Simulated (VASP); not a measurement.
# Cu (Fm-3m) in VASP: further runs

The runs below take Cu through single point, with PBEsol.

All numbers are computed with VASP 6.6.1; they aren't measurements. Logs are shortened: lines on timing, memory, paths and dates and some standing lists are left out, and cuts for length are marked.

## 1. The cell of the first run

Symmetry: Fm-3m, No. 225, cubic system. The conventional cell has a = 3.578 Å, b = 3.578 Å, c = 3.578 Å, α = 90.00°, β = 90.00°, γ = 90.00°. Within 3.3 Å of Cu (site symmetry m-3m) lie 12 Cu at 2.53 Å.

## 2. Single point, PBEsol (volume scaled by 0.97)

File INCAR:

```
SYSTEM = Cu
PREC = Accurate
ENCUT = 520
EDIFF = 1E-6
ISMEAR = -1
SIGMA = 0.08
LREAL = .FALSE.
LASPH = .TRUE.
NELM = 100
ALGO = Normal
ISIF = 2
LWAVE = .FALSE.
LCHARG = .TRUE.
GGA = PS
LELF = .TRUE.
LVHAR = .TRUE.
NBANDS = 12
```

File KPOINTS:

```
Automatic mesh
0
G
  19 19 19
  0 0 0
```

File POSCAR:

```
Cu
1.0
    0.0000000000      1.7892411759      1.7892411759
    1.7892411759      0.0000000000      1.7892411759
    1.7892411759      1.7892411759      0.0000000000
Cu
1
Direct
    0.0000000000      0.0000000000      0.0000000000
```

Potentials or basis: VASP PAW PBE potentials, release 64 (Cu).

On the command line:

```sh
$ cat potpaw_PBE.64/Cu/POTCAR > POTCAR
$ mpirun -np 1 vasp_std > vasp.out
```

OUTCAR:

```text
SYSTEM = Cu
   PREC = Accurate
   ENCUT = 520
   EDIFF = 1E-6
   ISMEAR = -1
   LREAL = .FALSE.
   LASPH = .TRUE.
   NELM = 100
   ISIF = 2
   GGA = PS

 ion  position               nearest neighbor table
   1  0.000  0.000  0.000-

  LATTYP: Found a face centered cubic cell.
 ALAT       =     3.5784823518

  Lattice vectors:

 A1 = (   0.0000000000,   1.7892411759,   1.7892411759)
 A2 = (   1.7892411759,   0.0000000000,   1.7892411759)
 A3 = (   1.7892411759,   1.7892411759,   0.0000000000)

Analysis of symmetry for initial positions (statically):
=====================================================================
 Subroutine PRICEL returns:
 Original cell was already a primitive cell.

 Routine SETGRP: Setting up the symmetry group for a
 face centered cubic supercell.

 Subroutine GETGRP returns: Found 48 space group operations
 (whereof 48 operations were pure point group operations)
 out of a pool of 48 trial point group operations.

The static configuration has the point symmetry O_h .

Analysis of symmetry for dynamics (positions and initial velocities):
=====================================================================
 Subroutine PRICEL returns:
 Original cell was already a primitive cell.

 Routine SETGRP: Setting up the symmetry group for a
 face centered cubic supercell.

 Subroutine GETGRP returns: Found 48 space group operations
 (whereof 48 operations were pure point group operations)
 out of a pool of 48 trial point group operations.

The dynamic configuration has the point symmetry O_h .

 Subroutine INISYM returns: Found 48 space group operations
 (whereof 48 operations are pure point group operations),
 and found     1 'primitive' translations

----------------------------------------------------------------------------------------

                                     Primitive cell

  volume of cell :      11.4561

  direct lattice vectors                    reciprocal lattice vectors
     0.000000000  1.789241176  1.789241176    -0.279448074  0.279448074  0.279448074
     1.789241176  0.000000000  1.789241176     0.279448074 -0.279448074  0.279448074
     1.789241176  1.789241176  0.000000000     0.279448074  0.279448074 -0.279448074

  length of vectors
     2.530369137  2.530369137  2.530369137     0.484018262  0.484018262  0.484018262

  position of ions in fractional coordinates (direct lattice)
     0.000000000  0.000000000  0.000000000

  ion indices of the primitive-cell ions
   primitive index   ion index
                 1           1

----------------------------------------------------------------------------------------

 KPOINTS: Automatic mesh

Automatic generation of k-mesh.
 Grid dimensions read from file:
 generate k-points for:   19   19   19

 Generating k-lattice:

  Cartesian coordinates                     Fractional coordinates (reciprocal lattice)
    -0.014707793  0.014707793  0.014707793     0.052631579  0.000000000  0.000000000
     0.014707793 -0.014707793  0.014707793     0.000000000  0.052631579  0.000000000
     0.014707793  0.014707793 -0.014707793     0.000000000  0.000000000  0.052631579

  Length of vectors
     0.025474645  0.025474645  0.025474645

  Shift w.r.t. Gamma in fractional coordinates (k-lattice)
     0.000000000  0.000000000  0.000000000

 Subroutine IBZKPT returns following result:
 ===========================================

 Found    220 irreducible k-points:

 Following reciprocal coordinates:
            Coordinates               Weight
  0.000000  0.000000  0.000000      1.000000
  0.052632  0.000000  0.000000      8.000000
  0.105263  0.000000  0.000000      8.000000
  0.157895  0.000000  0.000000      8.000000
  0.210526  0.000000  0.000000      8.000000
  0.263158  0.000000  0.000000      8.000000
[... 16 lines left out ...]
 -0.315789  0.052632  0.000000     24.000000
 -0.263158  0.052632  0.000000     24.000000
 [... further k-points ...]
   k-points           NKPTS =    220   k-points in BZ     NKDIM =    220   number of bands    NBANDS=     12
   number of dos      NEDOS =    301   number of ions     NIONS =      1
   total plane-waves  NPLWV =   8000
   dimension x,y,z NGX =    20 NGY =   20 NGZ =   20
   dimension x,y,z NGXF=    40 NGYF=   40 NGZF=   40
   ions per type =               1
   NGX,Y,Z   is equivalent  to a cutoff of  13.14, 13.14, 13.14 a.u.
   NGXF,Y,Z  is equivalent  to a cutoff of  26.28, 26.28, 26.28 a.u.
 SYSTEM =  Cu
   PREC   = accura    normal or accurate (medium, high low for compatibility)
   ISTART =      0    job   : 0-new  1-cont  2-samecut
   ICHARG =      2    charge: 1-file 2-atom 10-const
   ISPIN  =      1    spin polarized calculation?
   LNONCOLLINEAR =      F non collinear calculations
   LSORBIT =      F    spin-orbit coupling
   LASPH  =      T    aspherical Exc in radial PAW
   ENCUT  =  520.0 eV  38.22 Ry    6.18 a.u.   4.70  4.70  4.70*2*pi/ulx,y,z
   NELM   =    100;   NELMIN=  2; NELMDL= -5     # of ELM steps
   EDIFF  = 0.1E-05   stopping-criterion for ELM
   LREAL  =      F    real-space projection
   EDIFFG = 0.1E-04   stopping-criterion for IOM
   NSW    =      0    number of steps for IOM
   IBRION =     -1    ionic relax: 0-MD 1-quasi-New 2-CG
   NFREE  =      0    steps in history (QN), initial steepest desc. (CG)
   ISIF   =      2    stress and relaxation
   ISYM   =      2    0-nonsym 1-usesym 2-fastsym
   POTIM  = 0.5000    time-step for ionic-motion
   TEBEG  =    0.0;   TEEND  =   0.0 temperature during run
   PSTRESS=    0.0 pullay stress
   NELECT =      11.0000    total number of electrons
   NUPDOWN=      -1.0000    fix difference up-down
   EMIN   =  10.00;   EMAX   =-10.00  energy-range for DOS
   EFERMI =   0.00;   METHOD = LEGACY
   ISMEAR =    -1;   SIGMA  =   0.08  broadening in eV -4-tet -1-fermi 0-gaus
   EFERMI_NEDOS =   21; number of points for ismear=-14 and -15
   IALGO  =     38    algorithm
   IMIX   =      4    mixing-type and parameters
     AMIX     =   0.40;   BMIX     =  1.00
     AMIX_MAG =   1.60;   BMIX_MAG =  1.00
  volume/ion in A,a.u.               =      11.46        77.31
  Fermi-wavevector in a.u.,A,eV,Ry     =   1.615078  3.052055 35.490485  2.608477
  Thomas-Fermi vector in A             =   2.709884
   LORBIT       =      0    0 simple, 1 ext, 2 COOP (PROOUT), +10 PAW based schemes
   GGA     = PS    functional components
   LHFCALC =     F    Hartree Fock is set to
   AEXX    =    0.0000 exact exchange contribution
   IVDW    =     0    specifies the selected vdW correction
   LEPSILON=     F    determine dielectric tensor
   LRPA    =     F    only Hartree local field effects (RPA)
 non-spin polarized calculation
  energy-cutoff  :      520.00
  volume of cell :       11.46
 maximum number of plane-waves:       331
   NGX =  9   NGY =  9   NGZ =  9

 number of electron      11.0000012 magnetization

 Free energy of the ion-electron system (eV)
  ---------------------------------------------------
  ext. energy  EPLUGINS =         0.00000000
  ---------------------------------------------------
  free energy    TOTEN  =        -4.31035372 eV

  energy without entropy =       -4.30328907  energy(sigma->0) =       -4.30682139

 E-fermi :   7.8197     XC(G=0): -13.0872

 val. band max:        7.8071404854   @ k =  -0.3684   0.1579   0.0000
 cond. band min:       7.8203468715   @ k =  -0.3684   0.1579   0.0526
 fundamental gap:      0.0132063861
 Fermi energy:         7.8197332207

 k-point     1 :       0.0000    0.0000    0.0000
  band No.  band energies     occupation
      1      -1.8418      2.00000
      2       4.6550      2.00000
      3       4.6550      2.00000
      4       4.6550      2.00000
      5       5.5268      2.00000
      6       5.5268      2.00000
      7      30.6091      0.00000
      8      33.4601      0.00000
      9      33.4601      0.00000
     10      33.4601      0.00000
     11      35.9637      0.00000
     12      35.9637      0.00000

 k-point     2 :       0.0526    0.0000    0.0000
  band No.  band energies     occupation
      1      -1.7385      2.00000
      2       4.6321      2.00000
      3       4.6752      2.00000
      4       4.6752      2.00000
      5       5.5186      2.00000
      6       5.5186      2.00000
      7      30.0756      0.00000
      8      32.1099      0.00000
      9      33.1217      0.00000
     10      33.1217      0.00000
     11      36.4454      0.00000
     12      36.4454      0.00000

 k-point     3 :       0.1053    0.0000    0.0000
  band No.  band energies     occupation
      1      -1.4318      2.00000
      2       4.5693      2.00000
      3       4.7287      2.00000
      4       4.7287      2.00000
      5       5.5009      2.00000
      6       5.5009      2.00000
      7      27.9031      0.00000
      8      31.4070      0.00000
      9      32.4858      0.00000
     10      32.4858      0.00000
     11      37.4649      0.00000
     12      37.4650      0.00000

 k-point     4 :       0.1579    0.0000    0.0000
  band No.  band energies     occupation
      1      -0.9324      2.00000
      2       4.4839      2.00000
      3       4.7918      2.00000
      4       4.7918      2.00000
      5       5.4958      2.00000
      6       5.4958      2.00000
      7      25.1667      0.00000
      8      31.1422      0.00000
      9      31.8659      0.00000
     10      31.8659      0.00000
     11      37.8148      0.00000
     12      38.3130      0.00000

 k-point     5 :       0.2105    0.0000    0.0000
  band No.  band energies     occupation
      1      -0.2631      2.00000
      2       4.4065      2.00000
      3       4.8270      2.00000
      4       4.8270      2.00000
      5       5.5375      2.00000
      6       5.5375      2.00000
      7      22.4335      0.00000
      8      30.8242      0.00000
      9      31.3412      0.00000
     10      31.3412      0.00000
     11      37.6741      0.00000
     12      37.6741      0.00000

 k-point     6 :       0.2632    0.0000    0.0000
  band No.  band energies     occupation
      1       0.5287      2.00000
      2       4.3895      2.00000
      3       4.8119      2.00000
      4       4.8119      2.00000
      5       5.6426      2.00000
      6       5.6426      2.00000
      7      19.8091      0.00000
      8      30.4127      0.00000
      9      30.9289      0.00000
     10      30.9289      0.00000
     11      36.4217      0.00000
     12      36.4217      0.00000

 k-point     7 :       0.3158    0.0000    0.0000
  band No.  band energies     occupation
      1       1.3419      2.00000
      2       4.5286      2.00000
      3       4.7614      2.00000
      4       4.7614      2.00000
      5       5.7872      2.00000
      6       5.7872      2.00000
      7      17.3417      0.00000
      8      29.9676      0.00000
      9      30.6284      0.00000
     10      30.6284      0.00000
     11      35.2608      0.00000
     12      35.2608      0.00000

 k-point     8 :       0.3684    0.0000    0.0000
  band No.  band energies     occupation
      1       1.9971      2.00000
      2       4.7019      2.00000
      3       4.7019      2.00000
      4       4.9737      2.00000
      5       5.9333      2.00000
      6       5.9333      2.00000
      7      15.0861      0.00000
      8      29.5654      0.00000
      9      30.4315      0.00000
     10      30.4315      0.00000
     11      34.3177      0.00000
     12      34.3177      0.00000
[... 166 lines left out ...]
 k-point    20 :      -0.4737    0.0526    0.0000
  band No.  band energies     occupation
      1       2.5673      2.00000
      2       4.5866      2.00000
      3       4.6550      2.00000
      4       5.7254      2.00000
      5       6.1099      2.00000
      6       7.1339      1.99962
      7      11.7176      0.00000
      8      28.1399      0.00000
      9      29.6132      0.00000
     10      29.6739      0.00000
     11      33.9785      0.00000
     12      34.5399      0.00000

 k-point    21 :      -0.4211    0.0526    0.0000
  band No.  band energies     occupation
      1       2.4859      2.00000
      2       4.6106      2.00000
      3       4.6695      2.00000
      4       5.5440      2.00000
      5       6.0354      2.00000
      6       6.6907      2.00000
      7      12.6722      0.00000
      8      27.8894      0.00000
      9      29.7525      0.00000
     10      30.3150      0.00000
     11      33.6697      0.00000
     12      34.8728      0.00000

 k-point    22 :      -0.3684    0.0526    0.0000
  band No.  band energies     occupation
      1       2.2173      2.00000
      2       4.6597      2.00000
      3       4.7097      2.00000
      4       5.0285      2.00000
      5       5.9072      2.00000
      6       6.2626      2.00000
      7      14.4589      0.00000
      8      27.7691      0.00000
      9      30.1118      0.00000
     10      31.1024      0.00000
     11      33.6002      0.00000
     12      35.3082      0.00000

 k-point    23 :      -0.3158    0.0526    0.0000
  band No.  band energies     occupation
      1       1.6615      2.00000
      2       4.5589      2.00000
      3       4.7242      2.00000
      4       4.7680      2.00000
      5       5.7459      2.00000
      6       6.0232      2.00000
      7      16.6314      0.00000
      8      27.8012      0.00000
      9      30.6332      0.00000
     10      31.9049      0.00000
     11      33.8827      0.00000
     12      35.7585      0.00000

 k-point    24 :      -0.2632    0.0526    0.0000
  band No.  band energies     occupation
      1       0.8843      2.00000
      2       4.3664      2.00000
      3       4.7873      2.00000
      4       4.8282      2.00000
      5       5.5816      2.00000
      6       5.8385      2.00000
      7      19.0385      0.00000
      8      27.9850      0.00000
      9      31.2474      0.00000
     10      32.5239      0.00000
     11      34.6873      0.00000
     12      36.0905      0.00000

 [... further k-points ...]
[... 5 lines left out ...]
  --------------------------------------------------------------------------------------
  -------------------------------------------------------------------------------------
  Total       -0.0999501     -0.0999501     -0.0999501      0.0000000      0.0000000      0.0000000
  in kB      -13.9783848    -13.9783848    -13.9783848      0.0000000      0.0000000      0.0000000
  external PRESSURE =     -13.9783848 kB  Pullay stress =       0.0000000 kB

 VOLUME and BASIS-vectors are now :
 -----------------------------------------------------------------------------
  energy-cutoff  :      520.00
  volume of cell :       11.46
      direct lattice vectors                 reciprocal lattice vectors
     0.000000000  1.789241176  1.789241176    -0.279448074  0.279448074  0.279448074
     1.789241176  0.000000000  1.789241176     0.279448074 -0.279448074  0.279448074
     1.789241176  1.789241176  0.000000000     0.279448074  0.279448074 -0.279448074

 POSITION                                       TOTAL-FORCE (eV/Angst)
 -----------------------------------------------------------------------------------
      0.00000      0.00000      0.00000         0.000000      0.000000      0.000000
 -----------------------------------------------------------------------------------
    total drift:                                0.000000      0.000000      0.000000

  FREE ENERGIE OF THE ION-ELECTRON SYSTEM (eV)
  ---------------------------------------------------
  free  energy   TOTEN  =        -4.3103537223 eV

  energy  without entropy=       -4.3032890656  energy(sigma->0) =       -4.30682139
```

It took 32 s on 1 thread of Intel Xeon 8259CL, shared host; peak memory 0.15 GiB.

What came out:

```
Free energy : -4.3104 eV
Pressure    : -1.4 GPa
```

Caveat: the PAW data sets were made with another functional, which shifts forces and pressure a little.

## 3. Single point, PBEsol (volume scaled by 0.99)

File INCAR:

```
ALGO = Normal
EDIFF = 1E-6
ENCUT = 520
GGA = PS
ISIF = 2
ISMEAR = -1
LASPH = T
LCHARG = F
LREAL = F
LWAVE = F
NBANDS = 12
NELM = 80
PREC = Accurate
SIGMA = 0.08
```

File KPOINTS:

```
k-points
0
Gamma
  19 19 19
```

File POSCAR:

```
Cu
1.0
    0.0000000000      1.8014548043      1.8014548043
    1.8014548043      0.0000000000      1.8014548043
    1.8014548043      1.8014548043      0.0000000000
Cu
1
Direct
    0.0000000000      0.0000000000      0.0000000000
```

Potentials or basis: VASP PAW PBE potentials, release 64 (Cu).

On the command line:

```sh
$ cat potpaw_PBE.64/Cu/POTCAR > POTCAR
$ mpirun -np 1 vasp_std > vasp.out
```

It took 39 s on 1 thread of Intel Xeon 8259CL, shared host; peak memory 0.15 GiB.

Results (log left out):

- Free energy: -4.3061 eV
- Pressure: -4.5 GPa

Levels at points of the mesh, in eV from the Fermi level:
```
           k point  band 3  band 4  band 5  band 6  band 7  band 8  band 9  band 10
(0.00, 0.00, 0.00)   -3.10   -3.10   -2.25   -2.25   22.63   25.32   25.32    25.32
```

Caveat: the PAW data sets were made with another functional, which shifts forces and pressure a little.
